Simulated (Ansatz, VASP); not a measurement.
**One calculation of InSe, two programs**

```
CELL_PARAMETERS angstrom
5.82639 -2.05465 0.00000
5.82639 2.05465 0.00000
-1.72323 0.00000 4.77135
ATOMIC_POSITIONS crystal
In 0.11180 0.11180 0.95316
In 0.88820 0.88820 0.04684
Se 0.33907 0.33907 0.33104
Se 0.66093 0.66093 0.66896
```

Alike in both runs: task electric field gradients; functional LDA; k mesh 7 × 7 × 6; occupations fermi-dirac, width 0.03 eV; no spin polarisation.

|  | VASP | Ansatz |
| --- | --- | --- |
| version | VASP 6.6.1 | Ansatz 0.2.0 |
| potentials or method | VASP PAW LDA potentials, release 64 (In_d, Se) | PAW with Ansatz's default frozen-core files, scalar-relativistic |
| plane-wave cutoff (eV) | 520 | 420 |
| valence electrons in the cell | 38 | 58 |

```tsv
	VASP	Ansatz	Ansatz less VASP
pressure (GPa)	-2.7	-2.8	-0.11
traceless stress, the component that is largest in VASP (GPa)	-0.55	-0.58	-0.032
rms of the force components (eV/Å)	0.037	0.049	+0.0112
size of Vzz on the site where it differs most (V/Å²)	129.1	126.7	-2.38
```

LDA's correlation is that of Perdew and Zunger in VASP and of Perdew and Wang (1992) in Ansatz. Atom by atom the forces differ by 0.011 eV/Å (rms over components). VASP's potentials hold 38 valence electrons a cell and Ansatz's 58, so a difference there can come from the potentials and not from the codes.
